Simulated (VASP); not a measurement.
Here is a VASP 6.6.1 calculation.

INCAR

```
SYSTEM = Se
PREC     = Accurate       ! precision mode
ENCUT    = 520            ! plane-wave cutoff, eV
EDIFF    = 1E-6           ! SCF threshold, eV
ISMEAR   = -1             ! smearing method
SIGMA    = 0.1            ! smearing width, eV
LREAL    = .False.        ! projectors in reciprocal space
LASPH    = .True.         ! aspherical terms in the spheres
NELM     = 60             ! most SCF steps
ALGO     = Normal         ! electronic algorithm
ISIF     = 2              ! what is computed and relaxed
LWAVE    = .False.        ! write WAVECAR
LCHARG   = .False.        ! write CHGCAR
GGA      = PE             ! functional
NBANDS   = 13             ! bands
```

The input KPOINTS:

```
Automatic mesh
0
Gamma
  14 14 14
  0 0 0
```

Contents of POSCAR:

```
Se
1.0
    0.0000000000      2.3237639704      2.3237639704
    2.3237639704      0.0000000000      2.3237639704
    2.3237639704      2.3237639704      0.0000000000
Se
2
Direct
   -0.1250000000     -0.1250000000     -0.1250000000
    0.1250000000      0.1250000000      0.1250000000
```

Potentials or basis: VASP PAW PBE potentials, release 64 (Se).

The run is started by

```bash
$ cat potpaw_PBE.64/Se/POTCAR > POTCAR
$ mpirun -np 1 vasp_std > vasp.out
```

Question: Predict the band gap on the k mesh.

Answer: Zero (band 6 reaches 16.06 eV, above the bottom of band 7 at 10.89 eV).

Question: Estimate the pressure.

Answer: 224.1 GPa.
